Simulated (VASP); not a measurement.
A run of VASP 6.6.1 is set up as follows.

INCAR

```
PREC = Accurate ; ENCUT = 520
EDIFF = 1E-6 ; ISMEAR = 0
SIGMA = 0.1 ; LREAL = False
LASPH = True ; NELM = 60
ALGO = Normal ; ISIF = 2
LWAVE = False ; LCHARG = False
GGA = PE ; NBANDS = 18
```

The input KPOINTS:

```
Automatic mesh
0
Gamma
  6 6 4
```

POSCAR

```
NaMg2Si2
1.0
    3.6297081200      0.0000000000      0.0000000000
    0.0000000000      3.6297081200      0.0000000000
    0.0000000000      0.0000000000      6.6593255300
Na Mg Si
1 2 2
Direct
    0.0000000000      0.0000000000      0.5000000000
    0.0000000000      0.0000000000      0.8305573000
    0.0000000000      0.0000000000      0.1694427000
    0.5000000000      0.5000000000      0.8649175000
    0.5000000000      0.5000000000      0.1350825000
```

Potentials or basis: VASP PAW PBE potentials, release 64 (Na_pv, Mg, Si).

The run is started by

```bash
$ cat potpaw_PBE.64/Na_pv/POTCAR potpaw_PBE.64/Mg/POTCAR potpaw_PBE.64/Si/POTCAR > POTCAR
$ mpirun -np 1 vasp_std > vasp.out
```

Task: Estimate the largest force.

Result: 13.763 eV/Å.

Task: Predict the pressure.

Result: 33.4 GPa.

Stress tensor (GPa, compression positive):
```
10.56  0.00  0.00
 0.00 10.56  0.00
 0.00  0.00 79.10
```

Caveat: the stress differs along the axes, from 11 to 79 GPa; forces of over 1 eV/Å act on the atoms, so gaps and moduli don't describe the material at rest.
